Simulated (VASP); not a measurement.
A run of VASP 6.6.1 is set up as follows.

File INCAR:

```
PREC = Accurate
ENCUT = 520
EDIFF = 1E-7
ISMEAR = 0
SIGMA = 0.02
LREAL = F
LASPH = T
NELM = 60
ALGO = Normal
ISIF = 2
LWAVE = F
LCHARG = F
NBANDS = 11
```

KPOINTS

```
Automatic mesh
0
Gamma
  8 8 8
```

File POSCAR:

```
MgS
1.0
    0.0000000000      2.8331200468      2.8331200468
    2.8331200468      0.0000000000      2.8331200468
    2.8331200468      2.8331200468      0.0000000000
S Mg
1 1
Direct
    0.2500000000      0.2500000000      0.2500000000
    0.0000000000      0.0000000000      0.0000000000
```

Potentials or basis: VASP PAW LDA potentials, release 64 (S, Mg).

Launch:

```sh
$ cat potpaw_LDA.64/S/POTCAR potpaw_LDA.64/Mg/POTCAR > POTCAR
$ mpirun -np 1 vasp_std > vasp.out
```

Task: What does it give for the band gap on the k mesh?

Result: 3.18 eV, direct.

Task: What does it give for the pressure?

Result: -2.5 GPa.

A k mesh can miss the band edges. Expect the measured gap to be larger: semilocal functionals such as LDA lack the derivative discontinuity.
